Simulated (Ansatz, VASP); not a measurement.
**CoSi2 in VASP and in Ansatz**

```
CELL_PARAMETERS angstrom
0.00000 2.67982 2.67982
2.67982 0.00000 2.67982
2.67982 2.67982 0.00000
ATOMIC_POSITIONS crystal
Co 0.00000 0.00000 0.00000
Si 0.25000 0.25000 0.25000
Si 0.75000 0.75000 0.75000
```

Alike in both runs: task single point; functional PBE; k mesh 12 × 12 × 12; occupations gaussian, width 0.05 eV; collinear spin.

```csv
,VASP,Ansatz
version,VASP 6.6.1,Ansatz 0.2.0
potentials or method,"VASP PAW PBE potentials, release 64 (Co, Si), cutoff 520 eV","scalar-relativistic, plane waves, PAW"
valence electrons in the cell,17,25
```

VASP gave:

* gap on the k mesh at the Fermi level (eV): none
* pressure (GPa): -0.2
* net moment per atom (μB): 0.00

What did Ansatz give for the same quantities?

gap on the k mesh at the Fermi level (eV): none; pressure (GPa): 0.0; net moment per atom (μB): 0.00.

A gap of «none» marks a metal or a gap that the smearing closes. VASP's potentials hold 17 valence electrons a cell and Ansatz's 25, so a difference there can come from the potentials and not from the codes. Ansatz's warnings: seeded moment not kept.
